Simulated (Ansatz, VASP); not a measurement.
LaTe4 in VASP and in Ansatz

```
CELL_PARAMETERS angstrom
4.82638 0.00000 0.00000
0.00000 4.82638 0.00000
0.00000 0.00000 8.08259
ATOMIC_POSITIONS crystal
La 0.00000 0.00000 0.39571
Te 0.50000 0.00000 0.13562
Te 0.00000 0.50000 0.13562
Te 0.50000 0.50000 0.76749
Te 0.00000 0.00000 0.78624
```

Alike in both runs: task relaxation of cell and atoms; functional PBE; k mesh 4 × 4 × 2; occupations gaussian, width 0.1 eV; no spin polarisation.

```csv
,VASP,Ansatz
version,VASP 6.6.1,Ansatz 0.2.0
potentials or method,"VASP PAW PBE potentials, release 64 (La, Te), cutoff 600 eV","scalar-relativistic, plane waves, PAW"
valence electrons in the cell,35,75
```

Ansatz gave:

```
gap on the k mesh at the Fermi level, each at its own relaxed structure (eV) : none
relaxed volume (Å³/atom)                                                     : 36.97
relaxed cell length with the largest relative difference (Å)                 : 9.163
```

Question: Estimate VASP's values.

Answer: gap on the k mesh at the Fermi level, each at its own relaxed structure (eV): none; relaxed volume (Å³/atom): 36.53; relaxed cell length with the largest relative difference (Å): 9.025.

A gap of «none» marks a metal or a gap that the smearing closes. VASP's potentials hold 35 valence electrons a cell and Ansatz's 75, so a difference there can come from the potentials and not from the codes.

The k mesh is coarse, so the values compare programs but aren't converged. Neither program's run includes spin-orbit coupling.
